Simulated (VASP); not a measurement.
Runs of VASP 6.6.1 on Sn. The structure is that of space group I4/mmm (No. 139), or close to it. The cells are those of the table. 

```csv
task,level,potentials or basis,cell,k mesh,cutoff (eV),smearing,dipole correction,grid for exact exchange (PRECFOCK),share of exact exchange,screening parameter,tolerance level,gap on the mesh (eV),pressure (GPa),relaxed volume (Å³/atom)
single point,PBE0,"VASP PAW PBE potentials, release 64 (Sn_d)","a = 3.338 Å, angles 104.5, 104.5, 119.9°, 1 atom",6 × 6 × 6,520,fermi-dirac 0.05 eV,no,Normal,0.25,-,-,none,(b),-
single point,HSE06,"VASP PAW PBE potentials, release 64 (Sn_d)","a = 3.359 Å, angles 104.5, 104.5, 119.9°, 1 atom",6 × 6 × 6,520,fermi-dirac 0.05 eV,no,Normal,0.25,0.2079 1/Å,-,none,-2.0,-
single point,PBE0,"VASP PAW PBE potentials, release 64 (Sn_d)","a = 3.381 Å, angles 104.5, 104.5, 119.9°, 1 atom",6 × 6 × 6,520,fermi-dirac 0.05 eV,no,Normal,0.25,-,-,none,-2.7,-
relaxation of cell and atoms,B3LYP,"VASP PAW PBE potentials, release 64 (Sn_d)","relaxed from a = 3.316 Å, angles 104.5, 104.5, 119.9°, 1 atom",5 × 5 × 5,600,fermi-dirac 0.05 eV,no,Normal,0.2,-,-,none,0.0,31.32
relaxation of cell and atoms,LDA,"VASP PAW LDA potentials, release 64 (Sn_d)","relaxed from a = 3.423 Å, angles 104.5, 104.5, 119.9°, 1 atom",14 × 14 × 14,620,methfessel-paxton 0.05 eV,-,-,-,-,standard,none,0.0,(a)
```

Alike in all rows: no spin polarisation.

Task: Fill in the values left out.

Result: (a) 25.71; (b) -0.9.

Caveats: some runs use coarse meshes; spin-orbit coupling is left out, which moves the levels of the heavy elements; the PAW data sets were made with another functional, which shifts forces and pressure a little (at least some runs).

A k mesh can miss the band edges, and the runs leave out spin-orbit coupling on Sn.

A gap of «none» marks levels without a gap at the run's occupations.
